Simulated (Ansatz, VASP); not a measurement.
Two plane-wave programs on TiC

File INCAR:

```
ALGO = Normal ; EDIFF = 1E-6
ENCUT = 520 ; GGA = PS
ISIF = 2 ; ISMEAR = 0
LASPH = T ; LCHARG = F
LREAL = F ; LWAVE = F
NBANDS = 15 ; NELM = 60
PREC = Accurate ; SIGMA = 0.1
```

File KPOINTS:

```
k-points
0
Gamma
  14 14 14
```

The input POSCAR:

```
TiC
1.0
   -0.0340180800      2.1498690800      2.1174090800
    2.1218669200     -0.0384759200      2.1218669200
    2.1174090800      2.1498690800     -0.0340180800
Ti C
1 1
Direct
    0.0816897853      0.0000000000     -0.0816897853
    0.4183102147      0.5000000000      0.5816897853
```

Input for Ansatz:

```yaml
crystal:
  lattice:
    - [-0.03401808, 2.14986908, 2.11740908]
    - [2.12186692, -0.03847592, 2.12186692]
    - [2.11740908, 2.14986908, -0.03401808]
  atoms:
    - { symbol: Ti, position: [0.0816897853, 0.0, -0.0816897853] }
    - { symbol: C, position: [0.4183102147, 0.5, 0.5816897853] }
basis:
  ecutwfc: 420
kpoints:
  mp_grid: { grid: [14, 14, 14] }
hamiltonian:
  xc: pbesol
scf:
  occupations: { method: gaussian, width: 0.1 }
output:
  forces: true
  stress: true
  eigenvalues: true
  populations: true
```

Alike in both runs: task single point; functional PBEsol; k mesh 14 × 14 × 14; occupations gaussian, width 0.1 eV; no spin polarisation.

```csv
,VASP,Ansatz
version,VASP 6.6.1,Ansatz 0.2.0
potentials or method,"VASP PAW PBE potentials, release 64 (Ti_sv, C), cutoff 520 eV","scalar-relativistic, plane waves, PAW"
valence electrons in the cell,16,16
```

VASP gave:

```
gap on the k mesh at the Fermi level (eV)                     : 0.46
least direct gap on the mesh (eV)                             : 0.87
pressure (GPa)                                                : 32.5
traceless stress, the component that is largest in VASP (GPa) : -35.29
rms of the force components (eV/Å)                            : 3.406
```

Estimate Ansatz's values.

gap on the k mesh at the Fermi level (eV): 0.46; least direct gap on the mesh (eV): 0.87; pressure (GPa): 32.2; traceless stress, the component that is largest in VASP (GPa): -35.04; rms of the force components (eV/Å): 3.392.

VASP's potentials were made for PBE, not for PBEsol. Atom by atom the forces differ by 0.014 eV/Å (rms over components). Both programs put the cell under a high pressure, so it lies far from rest at this level. With one functional, cell and mesh, what is left measures potentials, basis and numerics.
